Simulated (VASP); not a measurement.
## SrO: single point with r2SCAN+rVV10

Crystal: SrO.

```
Sr O
1.0
     3.55329    0.00000    0.00000
    -1.77664    3.07724    0.00000
     0.00000    0.00000    6.21730
Sr O
2 2
Direct
  0.33333 0.66667 0.25000
  0.66667 0.33333 0.75000
  0.00000 0.00000 0.00000
  0.00000 0.00000 0.50000
```

```json
{
 "Program": "VASP 6.6.1",
 "Task": "single point",
 "Functional": "r2SCAN",
 "Dispersion": "rVV10",
 "Potentials or basis": "VASP PAW PBE potentials, release 64 (Sr_sv, O)",
 "Cutoff": "520 eV",
 "k mesh": "6 × 6 × 4",
 "Occupations": "gaussian, width 0.1 eV",
 "Spin": "no spin polarisation"
}
```

| Quantity | Value |
| --- | --- |
| Pressure | -0.9 GPa |
| Band gap on the k mesh | 3.44 eV (least direct gap 3.59 eV) |

Levels at points of the mesh, in eV from the valence-band top:
| k point | band 12 | band 13 | band 14 | band 15 | band 16 | band 17 | band 18 | band 19 | band 20 | band 21 |
| --- | --- | --- | --- | --- | --- | --- | --- | --- | --- | --- |
| (0.00, 0.00, 0.00) | -1.04 | -1.04 | -0.79 | -0.79 | 0.00 | 3.59 | 5.39 | 5.65 | 6.72 | 6.72 |
| (0.50, 0.00, 0.00) | -1.49 | -1.45 | -1.37 | -0.55 | -0.25 | 3.44 | 6.10 | 6.51 | 8.77 | 9.47 |
| (0.00, 0.00, 0.50) | -1.59 | -0.94 | -0.94 | -0.94 | -0.94 | 5.10 | 5.10 | 6.51 | 6.51 | 7.73 |
| (0.50, 0.00, 0.50) | -1.75 | -1.25 | -1.25 | -1.00 | -1.00 | 4.69 | 4.69 | 7.26 | 7.26 | 9.83 |

Wall time 4.2 min on 1 thread of Intel(R) Xeon(R) Platinum 8259CL CPU @ 2.50GHz (Skylake/Cascade Lake), on a shared host, peak memory 0.36 GiB.

Caveat: the PAW data sets were made with another functional, which shifts forces and pressure a little. A k mesh can miss the band edges.
